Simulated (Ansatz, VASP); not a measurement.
## ZnS: VASP beside Ansatz

The input INCAR:

```
SYSTEM = ZnS
ALGO = Normal
EDIFF = 1E-6
ENCUT = 520
ISIF = 2
ISMEAR = 0
LASPH = .True.
LCHARG = .False.
LREAL = .False.
LWAVE = .False.
NBANDS = 26
NELM = 80
PREC = Accurate
SIGMA = 0.01
```

KPOINTS

```
k-points
0
Gamma
  6 6 4
  0 0 0
```

Contents of POSCAR:

```
ZnS
1.0
    3.7104427848      0.0000000000      0.0000000000
   -1.8552213924      3.2133377109      0.0000000000
    0.0000000000      0.0000000000      6.0998691511
Zn S
2 2
Direct
    0.3333333333      0.6666666667      0.0056985364
    0.6666666667      0.3333333333      0.5056985363
    0.3333333333      0.6666666667      0.3793014636
    0.6666666667      0.3333333333      0.8793014636
```

Input for Ansatz:

```yaml
crystal:
  lattice:
    - [3.71044278479, 0.0, 0.0]
    - [-1.8552213924, 3.21333771091, 0.0]
    - [0.0, 0.0, 6.09986915114]
  atoms:
    - { symbol: Zn, position: [0.333333333333, 0.666666666667, 0.00569853635] }
    - { symbol: Zn, position: [0.666666666667, 0.333333333333, 0.50569853635] }
    - { symbol: S, position: [0.333333333333, 0.666666666667, 0.37930146365] }
    - { symbol: S, position: [0.666666666667, 0.333333333333, 0.87930146365] }
kpoints:
  mp_grid: { grid: [6, 6, 4] }
scf:
  occupations: { method: fixed }
  convergence: { dr2_threshold: 1.0e-10 }
hamiltonian:
  xc: lda
  pseudopotentials: { kind: all_electron, lapw: { basis_error: 0.0005 } }
output:
  forces: true
  stress: true
  eigenstates:
    kpoints:
      - [0.0, 0.0, 0.0]
      - [0.0, 0.0, -0.5]
      - [-0.5, 0.0, 0.0]
      - [-0.5, 0.5, 0.0]
      - [0.0, -0.5, 0.0]
      - [-0.5, 0.0, -0.5]
      - [-0.5, 0.5, -0.5]
      - [0.0, -0.5, -0.5]
  eigenvalues: true
```

Alike in both runs: task single point; functional LDA; k mesh 6 × 6 × 4; no spin polarisation.

|  | VASP | Ansatz |
| --- | --- | --- |
| version | VASP 6.6.1 | Ansatz 0.2.0 |
| potentials or method | VASP PAW LDA potentials, release 64 (Zn, S), cutoff 520 eV | all-electron LAPW, scalar-relativistic |
| occupations | gaussian, width 0.01 eV | fixed |

|  | VASP | Ansatz | Ansatz less VASP |
| --- | --- | --- | --- |
| gap on the k mesh at the Fermi level (eV) | 2.33 | 2.29 | -0.034 |
| pressure (GPa) | 2.3 | 2.0 | -0.26 |

LDA's correlation is that of Perdew and Zunger in VASP and of Perdew and Wang (1992) in Ansatz. Ansatz ran all-electron here, and VASP with PAW potentials.
